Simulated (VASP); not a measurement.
# SnO (P1) in VASP: notebook

The runs below take SnO through single point, with PBEsol.

Program: VASP 6.6.1. These are calculated values, not measurements. Logs are shortened: lines on timing, memory, paths and dates and some standing lists are left out, and cuts for length are marked.

## Step 1: The cell of the first run

The typed cell holds 4 atoms: a = 3.355 Å, b = 5.674 Å, c = 4.222 Å, α = 90.00°, β = 90.00°, γ = 90.00°.

## Step 2: Single point, PBEsol (all Sn atoms moved +0.250 Å, as atom 1 along Cartesian [1 1 1])

Input file INCAR:

```
  PREC = Accurate
  ENCUT = 520
  EDIFF = 1E-7
  ISMEAR = 0
  SIGMA = 0.05
  LREAL = F
  LASPH = T
  NELM = 100
  ALGO = Normal
  ISIF = 2
  LWAVE = F
  LCHARG = F
  GGA = PS
  NBANDS = 28
```

Input file KPOINTS:

```
regular mesh
0
Gamma
  8 6 6
```

Input file POSCAR:

```
SnO
1.0
    3.3550050000      0.0000000000      0.0000000000
    0.0000000000      5.6741040000      0.0000000000
    0.0000000000      0.0000000000      4.2219700000
Sn O
2 2
Direct
    0.0430215655      0.2573469488      0.5473312555
    0.5430215655      0.7935289488      0.0473312555
    0.0000000000      0.8912500000      0.7368570000
    0.5000000000      0.1087500000      0.2368570000
```

Potentials or basis: VASP PAW PBE potentials, release 64 (Sn_d, O).

Command:

```bash
$ cat potpaw_PBE.64/Sn_d/POTCAR potpaw_PBE.64/O/POTCAR > POTCAR
$ mpirun -np 1 vasp_std > vasp.out
```

OUTCAR:

```text
PREC = Accurate
   ENCUT = 520
   EDIFF = 1E-7
   ISMEAR = 0
   LREAL = F
   LASPH = T
   NELM = 100
   ISIF = 2
   GGA = PS

 ion  position               nearest neighbor table
   1  0.043  0.257  0.547-   4 2.19   3 2.23   4 2.40
   2  0.543  0.794  0.047-   4 1.96   3 2.09   3 2.31
   3  0.000  0.891  0.737-   2 2.09   1 2.23   2 2.31
   4  0.500  0.109  0.237-   2 1.96   1 2.19   1 2.40

  LATTYP: Found a simple orthorhombic cell.
 ALAT       =     3.3550050000
 B/A-ratio  =     1.2584094510
 C/A-ratio  =     1.6912356315

  Lattice vectors:

 A1 = (  -3.3550050000,   0.0000000000,   0.0000000000)
 A2 = (   0.0000000000,   0.0000000000,   4.2219700000)
 A3 = (   0.0000000000,   5.6741040000,   0.0000000000)

Analysis of symmetry for initial positions (statically):
=====================================================================
 Subroutine PRICEL returns:
 Original cell was already a primitive cell.

 Routine SETGRP: Setting up the symmetry group for a
 simple orthorhombic supercell.

 Subroutine GETGRP returns: Found  1 space group operations
 (whereof  1 operations were pure point group operations)
 out of a pool of  8 trial point group operations.

The static configuration has the point symmetry C_1 .

Analysis of symmetry for dynamics (positions and initial velocities):
=====================================================================
 Subroutine PRICEL returns:
 Original cell was already a primitive cell.

 Routine SETGRP: Setting up the symmetry group for a
 simple orthorhombic supercell.

 Subroutine GETGRP returns: Found  1 space group operations
 (whereof  1 operations were pure point group operations)
 out of a pool of  8 trial point group operations.

The dynamic configuration has the point symmetry C_1 .

 Subroutine INISYM returns: Found  1 space group operations
 (whereof  1 operations are pure point group operations),
 and found     1 'primitive' translations

----------------------------------------------------------------------------------------

                                     Primitive cell

  volume of cell :      80.3722

  direct lattice vectors                    reciprocal lattice vectors
     3.355005000  0.000000000  0.000000000     0.298062149  0.000000000  0.000000000
     0.000000000  5.674104000  0.000000000     0.000000000  0.176239279  0.000000000
     0.000000000  0.000000000  4.221970000     0.000000000  0.000000000  0.236856254

  length of vectors
     3.355005000  5.674104000  4.221970000     0.298062149  0.176239279  0.236856254

  position of ions in fractional coordinates (direct lattice)
     0.043021565  0.257346949  0.547331255
     0.543021565  0.793528949  0.047331255
     0.000000000  0.891250000  0.736857000
     0.500000000  0.108750000  0.236857000

  ion indices of the primitive-cell ions
   primitive index   ion index
                 1           1
                 2           2
                 3           3
                 4           4

----------------------------------------------------------------------------------------

 KPOINTS: regular mesh

Automatic generation of k-mesh.
 Grid dimensions read from file:
 generate k-points for:    8    6    6

 Generating k-lattice:

  Cartesian coordinates                     Fractional coordinates (reciprocal lattice)
     0.037257769  0.000000000  0.000000000     0.125000000  0.000000000  0.000000000
     0.000000000  0.029373213  0.000000000     0.000000000  0.166666667  0.000000000
     0.000000000  0.000000000  0.039476042     0.000000000  0.000000000  0.166666667

  Length of vectors
     0.037257769  0.029373213  0.039476042

  Shift w.r.t. Gamma in fractional coordinates (k-lattice)
     0.000000000  0.000000000  0.000000000

 Subroutine IBZKPT returns following result:
 ===========================================

 Found    148 irreducible k-points:

 Following reciprocal coordinates:
            Coordinates               Weight
  0.000000  0.000000  0.000000      1.000000
  0.125000  0.000000  0.000000      2.000000
  0.250000  0.000000  0.000000      2.000000
  0.375000  0.000000  0.000000      2.000000
  0.500000  0.000000  0.000000      1.000000
  0.000000  0.166667  0.000000      2.000000
[... 16 lines left out ...]
  0.125000  0.500000  0.000000      2.000000
  0.250000  0.500000  0.000000      2.000000
 [... further k-points ...]
   k-points           NKPTS =    148   k-points in BZ     NKDIM =    148   number of bands    NBANDS=     28
   number of dos      NEDOS =    301   number of ions     NIONS =      4
   total plane-waves  NPLWV =  37632
   dimension x,y,z NGX =    28 NGY =   42 NGZ =   32
   dimension x,y,z NGXF=    56 NGYF=   84 NGZF=   64
   ions per type =               2   2
   NGX,Y,Z   is equivalent  to a cutoff of  13.87, 12.31, 12.60 a.u.
   NGXF,Y,Z  is equivalent  to a cutoff of  27.75, 24.61, 25.20 a.u.
 SYSTEM =  unknown system
   PREC   = accura    normal or accurate (medium, high low for compatibility)
   ISTART =      0    job   : 0-new  1-cont  2-samecut
   ICHARG =      2    charge: 1-file 2-atom 10-const
   ISPIN  =      1    spin polarized calculation?
   LNONCOLLINEAR =      F non collinear calculations
   LSORBIT =      F    spin-orbit coupling
   LASPH  =      T    aspherical Exc in radial PAW
   ENCUT  =  520.0 eV  38.22 Ry    6.18 a.u.   6.24 10.55  7.85*2*pi/ulx,y,z
   NELM   =    100;   NELMIN=  2; NELMDL= -5     # of ELM steps
   EDIFF  = 0.1E-06   stopping-criterion for ELM
   LREAL  =      F    real-space projection
   EDIFFG = 0.1E-05   stopping-criterion for IOM
   NSW    =      0    number of steps for IOM
   IBRION =     -1    ionic relax: 0-MD 1-quasi-New 2-CG
   NFREE  =      0    steps in history (QN), initial steepest desc. (CG)
   ISIF   =      2    stress and relaxation
   ISYM   =      2    0-nonsym 1-usesym 2-fastsym
   POTIM  = 0.5000    time-step for ionic-motion
   TEBEG  =    0.0;   TEEND  =   0.0 temperature during run
   PSTRESS=    0.0 pullay stress
   NELECT =      40.0000    total number of electrons
   NUPDOWN=      -1.0000    fix difference up-down
   EMIN   =  10.00;   EMAX   =-10.00  energy-range for DOS
   EFERMI =   0.00;   METHOD = LEGACY
   ISMEAR =     0;   SIGMA  =   0.05  broadening in eV -4-tet -1-fermi 0-gaus
   EFERMI_NEDOS =   21; number of points for ismear=-14 and -15
   IALGO  =     38    algorithm
   IMIX   =      4    mixing-type and parameters
     AMIX     =   0.40;   BMIX     =  1.00
     AMIX_MAG =   1.60;   BMIX_MAG =  1.00
  volume/ion in A,a.u.               =      20.09       135.59
  Fermi-wavevector in a.u.,A,eV,Ry     =   1.297357  2.451650 22.900458  1.683136
  Thomas-Fermi vector in A             =   2.428755
   LORBIT       =      0    0 simple, 1 ext, 2 COOP (PROOUT), +10 PAW based schemes
   GGA     = PS    functional components
   LHFCALC =     F    Hartree Fock is set to
   AEXX    =    0.0000 exact exchange contribution
   IVDW    =     0    specifies the selected vdW correction
   LEPSILON=     F    determine dielectric tensor
   LRPA    =     F    only Hartree local field effects (RPA)
 non-spin polarized calculation
 Gauss-broadening in eV      SIGMA  =   0.05
  energy-cutoff  :      520.00
  volume of cell :       80.37
 maximum number of plane-waves:      2178
 NGX is ok and might be reduce to    28
   NGX = 13   NGY = 21   NGZ = 15

 number of electron      39.9999991 magnetization

 Free energy of the ion-electron system (eV)
  ---------------------------------------------------
  ext. energy  EPLUGINS =         0.00000000
  ---------------------------------------------------
  free energy    TOTEN  =       -23.39544863 eV

  energy without entropy =      -23.39544863  energy(sigma->0) =      -23.39544863

 E-fermi :   4.7608     XC(G=0):  -9.7909

 val. band max:        4.5537469332   @ k =   0.1250   0.0000   0.0000
 cond. band min:       5.6880572329   @ k =   0.3750   0.5000   0.0000
 fundamental gap:      1.1343102998
 Fermi energy:         4.7607956767

 k-point     1 :       0.0000    0.0000    0.0000
  band No.  band energies     occupation
      1     -16.5342      2.00000
      2     -16.3686      2.00000
      3     -16.3319      2.00000
      4     -16.2413      2.00000
      5     -16.2113      2.00000
      6     -16.0898      2.00000
[... 20 lines left out ...]
     27      13.5719      0.00000
     28      13.7628      0.00000

 k-point     2 :       0.1250    0.0000    0.0000
  band No.  band energies     occupation
      1     -16.5264      2.00000
      2     -16.3671      2.00000
      3     -16.3360      2.00000
      4     -16.2507      2.00000
      5     -16.2127      2.00000
      6     -16.0768      2.00000
[... 20 lines left out ...]
     27      13.5666      0.00000
     28      14.1153      0.00000

 k-point     3 :       0.2500    0.0000    0.0000
  band No.  band energies     occupation
      1     -16.5283      2.00000
      2     -16.3655      2.00000
      3     -16.3285      2.00000
      4     -16.2728      2.00000
      5     -16.2086      2.00000
      6     -16.0519      2.00000
[... 20 lines left out ...]
     27      13.1619      0.00000
     28      14.4167      0.00000

 k-point     4 :       0.3750    0.0000    0.0000
  band No.  band energies     occupation
      1     -16.5545      2.00000
      2     -16.3605      2.00000
      3     -16.3144      2.00000
      4     -16.2864      2.00000
      5     -16.1985      2.00000
      6     -16.0359      2.00000
[... 578 lines left out ...]
     27      13.9468      0.00000
     28      14.4811      0.00000

 k-point    23 :       0.1250    0.5000    0.0000
  band No.  band energies     occupation
      1     -16.5218      2.00000
      2     -16.3668      2.00000
      3     -16.3339      2.00000
      4     -16.2509      2.00000
      5     -16.2112      2.00000
      6     -16.0800      2.00000
[... 20 lines left out ...]
     27      13.6792      0.00000
     28      14.7532      0.00000

 k-point    24 :       0.2500    0.5000    0.0000
  band No.  band energies     occupation
      1     -16.5284      2.00000
      2     -16.3651      2.00000
      3     -16.3274      2.00000
      4     -16.2740      2.00000
      5     -16.2072      2.00000
      6     -16.0501      2.00000
[... 20 lines left out ...]
     27      13.9641      0.00000
     28      14.7025      0.00000

 [... further k-points ...]

------------------------ aborting loop because EDIFF is reached ----------------------------------------

  FORCE on cell =-STRESS in cart. coord.  units (eV):
  Direction    XX          YY          ZZ          XY          YZ          ZX
  --------------------------------------------------------------------------------------
  -------------------------------------------------------------------------------------
  Total       -2.4628373     -0.1575064     -2.1899738     -0.1000125      0.9732648     -0.8398699
  in kB      -49.0953876     -3.1398095    -43.6559962     -1.9936972     19.4015311    -16.7423718
  external PRESSURE =     -31.9637311 kB  Pullay stress =       0.0000000 kB

 VOLUME and BASIS-vectors are now :
 -----------------------------------------------------------------------------
  energy-cutoff  :      520.00
  volume of cell :       80.37
      direct lattice vectors                 reciprocal lattice vectors
     3.355005000  0.000000000  0.000000000     0.298062149  0.000000000  0.000000000
     0.000000000  5.674104000  0.000000000     0.000000000  0.176239279  0.000000000
     0.000000000  0.000000000  4.221970000     0.000000000  0.000000000  0.236856254

 POSITION                                       TOTAL-FORCE (eV/Angst)
 -----------------------------------------------------------------------------------
      0.14434      1.46021      2.31082        -0.252460     -1.532791     -0.619197
      1.82184      4.50257      0.19983        -0.484267     -1.521860     -0.870351
      0.00000      5.05705      3.11099         0.598421      0.785376      0.204923
      1.67750      0.61706      1.00000         0.138307      2.269275      1.284625
 -----------------------------------------------------------------------------------
    total drift:                               -0.000022      0.000093     -0.000119

  FREE ENERGIE OF THE ION-ELECTRON SYSTEM (eV)
  ---------------------------------------------------
  free  energy   TOTEN  =       -23.3954486265 eV

  energy  without entropy=      -23.3954486265  energy(sigma->0) =      -23.39544863
```

Wall time 2.4 min (1 thread of Intel Xeon 6975P-C (Granite Rapids), shared host); peak memory 0.38 GiB.

Results:

```yaml
Free_energy: -23.3954 eV
Pressure: -3.2 GPa
Largest_force: 2.611 eV/Å
Band_gap_on_the_k_mesh: 1.13 eV (least direct gap 1.32 eV)
```

Forces on the atoms (eV/Å):
```
Sn  -0.252 -1.533 -0.619
Sn  -0.484 -1.522 -0.870
O    0.598  0.785  0.205
O    0.138  2.269  1.285
```

Levels at points of the mesh, in eV from the valence-band top:
| k point | band 16 | band 17 | band 18 | band 19 | band 20 | band 21 | band 22 | band 23 | band 24 | band 25 |
| --- | --- | --- | --- | --- | --- | --- | --- | --- | --- | --- |
| (0.00, 0.00, 0.00) | -3.45 | -3.30 | -2.13 | -1.78 | -0.01 | 2.80 | 3.35 | 5.76 | 6.27 | 7.52 |
| (0.50, 0.00, 0.00) | -3.89 | -2.54 | -2.26 | -1.61 | -0.77 | 1.83 | 2.62 | 5.13 | 6.08 | 6.40 |
| (0.00, 0.50, 0.00) | -3.78 | -3.28 | -2.08 | -1.42 | -1.24 | 3.22 | 3.97 | 4.94 | 5.46 | 6.72 |
| (0.50, 0.50, 0.00) | -3.80 | -2.60 | -2.35 | -1.15 | -0.52 | 1.41 | 2.05 | 5.51 | 6.10 | 6.70 |
| (0.00, 0.00, 0.50) | -3.23 | -2.80 | -2.54 | -1.86 | -1.20 | 2.62 | 3.03 | 4.98 | 5.84 | 7.32 |
| (0.50, 0.00, 0.50) | -3.44 | -3.29 | -2.88 | -1.39 | -0.63 | 1.68 | 2.33 | 4.10 | 4.96 | 6.54 |
| (0.00, 0.50, 0.50) | -2.81 | -2.54 | -2.48 | -1.89 | -0.97 | 1.76 | 2.20 | 5.71 | 6.77 | 7.41 |
| (0.50, 0.50, 0.50) | -3.71 | -3.47 | -3.12 | -0.61 | -0.01 | 1.71 | 2.40 | 4.09 | 4.88 | 5.68 |

Caveat: the cell differs from its parent crystal (all Sn atoms moved +0.250 Å, as atom 1 along Cartesian [1 1 1]); the cell stands under tension; the PAW data sets were made with another functional, which shifts forces and pressure a little; spin-orbit coupling is left out, which moves the levels of the heavy elements. A k mesh can miss the band edges.

(Continued in part 2 of 4.)
